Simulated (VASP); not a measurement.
# Mg31O33 (a cell with a defect) in VASP: single point with PBEsol

Aim: the single point of Mg31O33 (a cell with a defect) with PBEsol.

Program: VASP 6.6.1. These are calculated values, not measurements. Logs are shortened: lines on timing, memory, paths and dates and some standing lists are left out, and cuts for length are marked.

## (1) The cell of the first run

The cell holds a defect, 64 atoms: a = 8.429 Å, b = 8.429 Å, c = 8.429 Å, α = 90.00°, β = 90.00°, γ = 90.00°.

## (2) Single point, PBEsol, collinear spin

INCAR

```
SYSTEM = Mg31O33
PREC = Accurate
ENCUT = 520
EDIFF = 1E-7
ISMEAR = -1
SIGMA = 0.05
LREAL = Auto
LASPH = .TRUE.
NELM = 150
ALGO = Normal
ISIF = 2
LWAVE = .FALSE.
LCHARG = .FALSE.
ISPIN = 2
MAGMOM = 0 0 0 0.286 0 0 0 0.286 0 0 0 0 0 0.286 0 0.286 0 0 0 0 0 0 0.286 0.286 0.286 0 0 0 0 0 0 0 0 0 0 0 0 0 0 0 0 0 0 0 0 0 0 0 0 0 0 0 0 0 0 0 0 0 0 0 0 0 0 0
LORBIT = 11
GGA = PS
NELECT = 262.0
ISYM = 0
NBANDS = 172
```

KPOINTS

```
Automatic mesh
0
Gamma
  1 1 1
  0.25 0.25 0.25
```

POSCAR

```
Mg31O33
1.0
    8.4288080000      0.0000000000      0.0000000000
    0.0000000000      8.4288080000      0.0000000000
    0.0000000000      0.0000000000      8.4288080000
O Mg
33 31
Direct
    0.2498370000      0.0013870000      0.0020270000
    0.2482710000      0.0009900000      0.5015670000
    0.2483540000      0.5009240000      0.0016160000
    0.2171620000      0.5117660000      0.5123360000
    0.7524510000      0.0013520000      0.0019840000
    0.7552410000      0.9983550000      0.5015570000
    0.7551200000      0.5009190000      0.9990480000
    0.7635750000      0.5001340000      0.5008590000
    0.0013730000      0.2498530000      0.0020320000
    0.0010020000      0.2482560000      0.5015630000
    0.0013470000      0.7524670000      0.0019900000
    0.9983630000      0.7552300000      0.5015440000
    0.5009180000      0.2483960000      0.0016000000
    0.5118290000      0.2171920000      0.5122510000
    0.5009230000      0.7551570000      0.9990480000
    0.5001730000      0.7635890000      0.5008070000
    0.0013880000      0.0013840000      0.2504510000
    0.0013550000      0.0013460000      0.7531630000
    0.0009950000      0.5009280000      0.2489210000
    0.9983850000      0.5009190000      0.7559330000
    0.5009250000      0.0010100000      0.2488900000
    0.5009210000      0.9983920000      0.7559010000
    0.5116630000      0.5117020000      0.2180750000
    0.5001720000      0.5002000000      0.7640390000
    0.4380030000      0.4379860000      0.4388730000
    0.2491870000      0.2491990000      0.2498420000
    0.2514850000      0.2515060000      0.7509560000
    0.2514920000      0.7502730000      0.2521300000
    0.2500670000      0.7526040000      0.7533000000
    0.7502700000      0.2515070000      0.2521310000
    0.7525930000      0.2500830000      0.7533020000
    0.7525950000      0.7526130000      0.2506800000
    0.7509110000      0.7509180000      0.7516050000
    0.0010230000      0.0010310000      0.0016770000
    0.0008980000      0.0008770000      0.5018960000
    0.0008690000      0.5012630000      0.0015400000
    0.9925530000      0.5014960000      0.5021180000
    0.5012650000      0.0008920000      0.0015030000
    0.5015210000      0.9925750000      0.5021210000
    0.5015260000      0.5015500000      0.9932690000
    0.2523980000      0.2524250000      0.0019440000
    0.2595980000      0.2595910000      0.5011030000
    0.2528140000      0.7499500000      0.0019280000
    0.2552530000      0.7477440000      0.5029560000
    0.7499370000      0.2528340000      0.0019250000
    0.7477790000      0.2552120000      0.5029550000
    0.7493370000      0.7493650000      0.0010550000
    0.7437320000      0.7437250000      0.5011820000
    0.2524060000      0.0013470000      0.2530700000
    0.2528410000      0.0012790000      0.7505750000
    0.2596390000      0.5004260000      0.2604030000
    0.2551060000      0.5023350000      0.7483610000
    0.7499340000      0.0012860000      0.2535210000
    0.7493200000      0.0003830000      0.7499680000
    0.7477150000      0.5023110000      0.2559230000
    0.7438600000      0.5005320000      0.7443920000
    0.0013530000      0.2524160000      0.2530790000
    0.0012980000      0.2528490000      0.7505750000
    0.0012920000      0.7499330000      0.2535320000
    0.0003890000      0.7493300000      0.7499720000
    0.5004100000      0.2596440000      0.2603950000
    0.5023270000      0.2551840000      0.7482950000
    0.5023120000      0.7477720000      0.2558670000
    0.5005290000      0.7438550000      0.7443790000
```

Potentials or basis: VASP PAW PBE potentials, release 64 (O, Mg).

Launch:

```
> cat potpaw_PBE.64/O/POTCAR potpaw_PBE.64/Mg/POTCAR > POTCAR
> mpirun -np 1 vasp_std > vasp.out
```

OUTCAR:

```text
SYSTEM = Mg31O33
   PREC = Accurate
   ENCUT = 520
   EDIFF = 1E-7
   ISMEAR = -1
   LREAL = Auto
   LASPH = .TRUE.
   NELM = 150
   ISIF = 2
   ISPIN = 2
   LORBIT = 11
   GGA = PS
   NELECT = 262.0
   ISYM = 0

 ion  position               nearest neighbor table
   1  0.250  0.001  0.002-  34 2.10  41 2.12  49 2.12  38 2.12  43 2.12  50 2.12
   2  0.248  0.001  0.502-  35 2.09  49 2.09  50 2.10  44 2.14  39 2.14  42 2.18
   3  0.248  0.501  0.002-  36 2.09  41 2.09  43 2.10  40 2.14  52 2.14  51 2.18
   4  0.217  0.512  0.512-  37 1.90  44 2.02  52 2.02  51 2.16  42 2.16
   5  0.752  0.001  0.002-  34 2.10  38 2.12  45 2.12  53 2.12  47 2.12  54 2.12
   6  0.755  0.998  0.502-  35 2.07  53 2.09  54 2.09  39 2.14  48 2.15  46 2.17
   7  0.755  0.501  0.999-  36 2.07  45 2.09  47 2.09  40 2.14  56 2.15  55 2.17
   8  0.764  0.500  0.501-  37 1.93  56 2.06  48 2.06  46 2.07  55 2.07
   9  0.001  0.250  0.002-  34 2.10  41 2.12  57 2.12  36 2.12  45 2.12  58 2.12
  10  0.001  0.248  0.502-  35 2.09  57 2.09  58 2.10  46 2.14  37 2.14  42 2.18
  11  0.001  0.752  0.002-  34 2.10  36 2.12  43 2.12  59 2.12  47 2.12  60 2.12
  12  0.998  0.755  0.502-  35 2.07  59 2.09  60 2.09  37 2.14  48 2.15  44 2.17
  13  0.501  0.248  0.002-  38 2.09  41 2.10  45 2.10  40 2.13  62 2.14  61 2.18
  14  0.512  0.217  0.512-  39 1.90  46 2.02  62 2.02  61 2.15  42 2.16
  15  0.501  0.755  0.999-  38 2.07  43 2.09  47 2.09  40 2.14  64 2.15  63 2.17
  16  0.500  0.764  0.501-  39 1.93  48 2.06  64 2.06  44 2.07  63 2.07
  17  0.001  0.001  0.250-  34 2.10  49 2.12  57 2.12  35 2.12  59 2.12  53 2.12
  18  0.001  0.001  0.753-  34 2.09  35 2.12  50 2.12  58 2.12  60 2.12  54 2.12
  19  0.001  0.501  0.249-  36 2.09  57 2.09  59 2.10  37 2.14  55 2.14  51 2.18
  20  0.998  0.501  0.756-  36 2.07  58 2.09  60 2.09  37 2.14  56 2.15  52 2.16
  21  0.501  0.001  0.249-  38 2.09  49 2.10  53 2.10  63 2.14  39 2.14  61 2.18
  22  0.501  0.998  0.756-  38 2.07  50 2.09  54 2.09  39 2.14  64 2.15  62 2.17
  23  0.512  0.512  0.218-  40 1.90  55 2.02  63 2.02  51 2.16  61 2.16
  24  0.500  0.500  0.764-  40 1.93  64 2.06  56 2.06  62 2.07  52 2.07
  25  0.438  0.438  0.439-  42 2.19  61 2.19  51 2.19
  26  0.249  0.249  0.250-  57 2.09  49 2.09  41 2.09  61 2.12  51 2.12  42 2.12
  27  0.251  0.252  0.751-  42 2.11  58 2.11  50 2.11  52 2.11  62 2.11  41 2.12
  28  0.251  0.750  0.252-  51 2.11  59 2.11  43 2.11  63 2.11  44 2.11  49 2.12
  29  0.250  0.753  0.753-  43 2.10  50 2.10  60 2.10  52 2.11  44 2.11  64 2.11
  30  0.750  0.252  0.252-  61 2.11  45 2.11  53 2.11  55 2.11  46 2.11  57 2.12
  31  0.753  0.250  0.753-  45 2.10  58 2.10  54 2.11  62 2.11  46 2.11  56 2.11
  32  0.753  0.753  0.251-  53 2.10  59 2.10  47 2.10  63 2.11  55 2.11  48 2.11
  33  0.751  0.751  0.752-  47 2.10  54 2.10  60 2.10  64 2.11  56 2.11  48 2.11
  34  0.001  0.001  0.002-  18 2.09  11 2.10   5 2.10  17 2.10   1 2.10   9 2.10  41 3.00  49 3.00
                            57 3.00  43 3.00  45 3.00  50 3.00  58 3.00  53 3.00  59 3.00  47 3.00
  35  0.001  0.001  0.502-  12 2.07   6 2.07   2 2.09  10 2.09  18 2.12  17 2.12  59 2.98  53 2.98
                            60 2.98  54 2.98  49 2.98  57 2.98  50 2.98  58 2.98  46 3.02  44 3.02
  36  0.001  0.501  0.002-  20 2.07   7 2.07  19 2.09   3 2.09  11 2.12   9 2.12  45 2.98  58 2.98
                            47 2.98  60 2.98  41 2.98  57 2.98  43 2.98  59 2.98  52 3.02  55 3.02
  37  0.993  0.501  0.502-   4 1.90   8 1.93  19 2.14  10 2.14  12 2.14  20 2.14  56 2.93  55 2.93
                            46 2.93  48 2.93  60 2.96  59 2.96  58 2.96  57 2.97  52 3.03  44 3.03
  38  0.501  0.001  0.002-  22 2.07  15 2.07  21 2.09  13 2.09   5 2.12   1 2.12  50 2.98  43 2.98
[... 39 lines left out ...]
  58  0.001  0.253  0.751-  20 2.09  31 2.10  10 2.10  27 2.11   9 2.12  18 2.12  37 2.96  36 2.98
                            35 2.98  46 2.99  41 2.99  45 3.00  34 3.00  50 3.00  52 3.00  54 3.01
  59  0.001  0.750  0.254-  12 2.09  32 2.10  19 2.10  28 2.11  17 2.12  11 2.12  37 2.96  35 2.98
                            36 2.98  55 2.99  49 3.00  53 3.00  34 3.00  43 3.00  44 3.00  47 3.01
  60  0.000  0.749  0.750-  20 2.09  12 2.09  33 2.10  29 2.10  18 2.12  11 2.12  37 2.96  35 2.98
                            36 2.98  52 2.99  44 2.99  54 2.99  47 2.99  34 3.00  43 3.01  50 3.01
  61  0.500  0.260  0.260-  30 2.11  26 2.12  14 2.15  23 2.16  21 2.18  13 2.18  25 2.19  42 2.87
                            51 2.87  46 2.92  55 2.92  49 3.02  41 3.02  53 3.03  45 3.03  39 3.04
  62  0.502  0.255  0.748-  14 2.02  24 2.07  31 2.11  27 2.11  13 2.14  22 2.17  56 2.90  42 2.92
                            46 2.93  40 2.93  52 2.95  45 2.99  54 2.99  50 3.00  41 3.00  38 3.02
  63  0.502  0.748  0.256-  23 2.02  16 2.07  32 2.11  28 2.11  21 2.14  15 2.17  48 2.90  51 2.92
                            55 2.93  39 2.93  44 2.95  53 2.99  47 2.99  43 3.00  49 3.00  38 3.02
  64  0.501  0.744  0.744-  16 2.06  24 2.06  33 2.11  29 2.11  22 2.15  15 2.15  48 2.90  56 2.90
                            44 2.90  52 2.90  39 2.93  40 2.93  50 3.01  43 3.01  54 3.01  47 3.01

IMPORTANT INFORMATION: All symmetrisations will be switched off!
NOSYMM: (Re-)initialisation of all symmetry stuff for point group C_1.

[... 214 lines left out ...]
   IALGO  =     38    algorithm
   IMIX   =      4    mixing-type and parameters
     AMIX     =   0.40;   BMIX     =  1.00
     AMIX_MAG =   1.60;   BMIX_MAG =  1.00
  volume/ion in A,a.u.               =       9.36        63.14
  Fermi-wavevector in a.u.,A,eV,Ry     =   1.242822  2.348594 21.015664  1.544608
  Thomas-Fermi vector in A             =   2.377160
   LORBIT       =     11    0 simple, 1 ext, 2 COOP (PROOUT), +10 PAW based schemes
   GGA     = PS    functional components
   LHFCALC =     F    Hartree Fock is set to
   AEXX    =    0.0000 exact exchange contribution
   IVDW    =     0    specifies the selected vdW correction
   LEPSILON=     F    determine dielectric tensor
   LRPA    =     F    only Hartree local field effects (RPA)
 spin polarized calculation
  energy-cutoff  :      520.00
  volume of cell :      598.82
 maximum number of plane-waves:     16125
 NGX is ok and might be reduce to    64
   NGX = 31   NGY = 31   NGZ = 31

 number of electron     261.9999978 magnetization       2.0000036

 Free energy of the ion-electron system (eV)
  ---------------------------------------------------
  ext. energy  EPLUGINS =         0.00000000
  ---------------------------------------------------
  free energy    TOTEN  =      -385.54841277 eV

  energy without entropy =     -385.54841263  energy(sigma->0) =     -385.54841270

 E-fermi :   5.0566     XC(G=0): -11.3276

 val. band max:        4.2306649828   @ k =  -0.2500  -0.2500   0.2500
 cond. band min:       5.8861244576   @ k =  -0.2500  -0.2500   0.2500
 fundamental gap:      1.6554594748
 Fermi energy:         5.0566120508

 spin component 1

 k-point     1 :       0.2500    0.2500    0.2500
  band No.  band energies     occupation
      1     -14.5720      1.00000
      2     -14.0420      1.00000
      3     -13.7609      1.00000
      4     -13.7605      1.00000
      5     -13.6119      1.00000
      6     -13.4500      1.00000
[... 573 lines left out ...]
    142      11.5203      0.00000
    143      11.6415      0.00000
 Fermi energy:         5.0566120508

 spin component 2

 k-point     1 :       0.2500    0.2500    0.2500
  band No.  band energies     occupation
      1     -14.1565      1.00000
      2     -13.7819      1.00000
      3     -13.7353      1.00000
      4     -13.7351      1.00000
      5     -13.4544      1.00000
      6     -13.4148      1.00000
[... 573 lines left out ...]
    142      11.5386      0.00000
    143      11.6509      0.00000
 [bands above 143 left out]

------------------------ aborting loop because EDIFF is reached ----------------------------------------

  FORCE on cell =-STRESS in cart. coord.  units (eV):
  Direction    XX          YY          ZZ          XY          YZ          ZX
  --------------------------------------------------------------------------------------
  -------------------------------------------------------------------------------------
  Total       21.8017606     21.8035118     21.7722633     -1.0815468     -1.0634255     -1.0645146
  in kB       58.3315699     58.3362555     58.2526487     -2.8937262     -2.8452418     -2.8481557
  external PRESSURE =      58.3068247 kB  Pullay stress =       0.0000000 kB

 VOLUME and BASIS-vectors are now :
 -----------------------------------------------------------------------------
  energy-cutoff  :      520.00
  volume of cell :      598.82
      direct lattice vectors                 reciprocal lattice vectors
     8.428808000  0.000000000  0.000000000     0.118640738  0.000000000  0.000000000
     0.000000000  8.428808000  0.000000000     0.000000000  0.118640738  0.000000000
     0.000000000  0.000000000  8.428808000     0.000000000  0.000000000  0.118640738

 POSITION                                       TOTAL-FORCE (eV/Angst)
 -----------------------------------------------------------------------------------
      2.10583      0.01169      0.01709        -0.001923      0.002689      0.002268
      2.09263      0.00834      4.22761        -0.003307      0.006618      0.003731
      2.09333      4.22219      0.01362        -0.013772      0.003231      0.008793
      1.83042      4.31358      4.31838        -0.007554      0.000814      0.004763
      6.34227      0.01140      0.01672         0.002687      0.000847      0.003077
      6.36578      8.41494      4.22753         0.002910      0.000733      0.000502
[... 56 lines left out ...]
      4.23389      6.30283      2.15665         0.000497     -0.007299     -0.003674
      4.21886      6.26981      6.27423         0.002648     -0.010711      0.008772
 -----------------------------------------------------------------------------------
    total drift:                                0.007838      0.008969      0.007676

  FREE ENERGIE OF THE ION-ELECTRON SYSTEM (eV)
  ---------------------------------------------------
  free  energy   TOTEN  =      -385.5484127724 eV

  energy  without entropy=     -385.5484126285  energy(sigma->0) =     -385.54841270

 total charge

# of ion       s       p       d       tot
------------------------------------------
    1        1.538   3.545   0.000   5.083
    2        1.538   3.541   0.000   5.079
    3        1.538   3.541   0.000   5.079
    4        1.556   3.531   0.000   5.087
    5        1.538   3.544   0.000   5.081
    6        1.539   3.544   0.000   5.083
[... 56 lines left out ...]
   63        0.153   0.186   0.083   0.421
   64        0.152   0.184   0.081   0.418
--------------------------------------------------
tot         55.671 122.393   2.580 180.644

 magnetization (x)

# of ion       s       p       d       tot
------------------------------------------
    1       -0.000   0.000   0.000   0.000
    2       -0.000   0.000   0.000   0.000
    3       -0.000   0.000   0.000   0.000
    4        0.011   0.202   0.000   0.213
    5        0.000   0.000   0.000   0.000
    6        0.000   0.007   0.000   0.007
[... 56 lines left out ...]
   63       -0.000  -0.000  -0.000  -0.001
   64        0.000   0.000   0.000   0.000
--------------------------------------------------
tot          0.047   1.692   0.008   1.747
```

Run time: 32 min. Hardware: 1 thread of Intel Xeon Platinum 8259CL at 2.50GHz (Skylake/Cascade Lake), shared host; peak memory 1.1 GiB.

Results:

- Free energy: -385.5484 eV
- Largest force: 0.019 eV/Å
- Net moment: 2.00 μB per cell
- Site moments: O +0.00, +0.21, +0.01, +1.04, -0.00 (each value once); Mg +0.00, +0.01, -0.00 (each value once) μB
- Valence electrons inside the program's atomic spheres: O 5.08, 5.09, 5.10, 4.81 (each value once); Mg 0.42, 0.43, 0.49, 0.39, 0.41 (each value once)

Forces on the atoms (eV/Å):
```
O   -0.002  0.003  0.002
O   -0.003  0.007  0.004
O   -0.014  0.003  0.009
O   -0.008  0.001  0.005
O    0.003  0.001  0.003
O    0.003  0.001  0.001
O    0.013  0.000  0.002
O   -0.008  0.000 -0.004
O    0.003 -0.003  0.002
O    0.005 -0.004  0.004
O    0.000  0.002  0.003
O    0.001  0.003  0.002
O    0.002 -0.016  0.009
O   -0.003 -0.011  0.010
O   -0.002  0.012  0.001
O   -0.002 -0.008  0.000
O    0.003  0.004  0.004
O    0.002  0.003 -0.006
O    0.006  0.002 -0.004
O   -0.001 -0.002 -0.004
O    0.002  0.006 -0.004
O   -0.003  0.000 -0.003
O    0.004  0.004 -0.018
O   -0.002 -0.001  0.009
O   -0.003  0.001 -0.002
O    0.004  0.004  0.010
O   -0.002 -0.005 -0.001
O   -0.002  0.008  0.000
O   -0.004  0.010 -0.005
O    0.008 -0.003  0.000
O    0.010 -0.006 -0.005
O    0.004  0.002  0.005
O    0.007  0.007  0.002
Mg  -0.002 -0.001 -0.003
Mg  -0.005 -0.004 -0.001
Mg  -0.002 -0.001  0.000
Mg   0.003  0.005  0.004
Mg  -0.003  0.000  0.002
Mg   0.004  0.001  0.003
Mg   0.001 -0.001 -0.009
Mg   0.001 -0.001 -0.001
Mg   0.003  0.005 -0.003
Mg   0.000 -0.003 -0.002
Mg  -0.003 -0.007  0.003
Mg  -0.004  0.000 -0.002
Mg  -0.006 -0.002  0.003
Mg   0.001 -0.001 -0.001
Mg   0.005  0.005  0.003
Mg  -0.003 -0.004 -0.009
Mg  -0.005 -0.003  0.003
Mg   0.003 -0.002 -0.006
Mg   0.013  0.002 -0.002
Mg   0.001 -0.001 -0.008
Mg   0.005  0.002  0.003
Mg  -0.006  0.001 -0.006
Mg  -0.011  0.003  0.010
Mg  -0.005 -0.004 -0.009
Mg  -0.005 -0.006  0.003
Mg  -0.003  0.001 -0.009
Mg   0.000  0.003  0.003
Mg  -0.001  0.002 -0.008
Mg   0.002  0.011  0.001
Mg   0.000 -0.007 -0.004
Mg   0.003 -0.011  0.009
```

Caveat: the cell carries a net charge on a neutralising background, which shifts energy and pressure; the cell is charged against a uniform background, so pressure and absolute levels hang on convention; the PAW data sets were made with another functional, which shifts forces and pressure a little.
